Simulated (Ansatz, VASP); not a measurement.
**GaN: VASP beside Ansatz**

```
Ga N
1.0
     0.00000    2.24905    2.24905
     2.24905    0.00000    2.24905
     2.24905    2.24905    0.00000
Ga N
1 1
Direct
  0.00000 0.00000 0.00000
  0.75000 0.75000 0.75000
```

Alike in both runs: functional r2SCAN; k mesh 10 × 10 × 10; occupations gaussian, width 0.02 eV; no spin polarisation.

Ansatz relaxed the structure, and its values are those at the end. VASP's run is a single point on that final structure, the one shown.

|  | VASP | Ansatz |
| --- | --- | --- |
| version | VASP 6.6.1 | Ansatz 0.2.0 |
| potentials or method | VASP PAW PBE potentials, release 64 (Ga_d, N), cutoff 520 eV | scalar-relativistic, plane waves, PAW |
| valence electrons in the cell | 18 | 18 |

Ansatz gave:

| Item | Value |
| --- | --- |
| gap on the k mesh at the Fermi level (eV) | 2.17 |
| least direct gap on the mesh (eV) | 2.17 |
| pressure (GPa) | 0.0 |

Problem. Estimate VASP's values.

Solution. gap on the k mesh at the Fermi level (eV): 2.16; least direct gap on the mesh (eV): 2.16; pressure (GPa): 1.0.

VASP's potentials were made for PBE, not for r2SCAN. With one functional, cell and mesh, what is left measures potentials, basis and numerics.
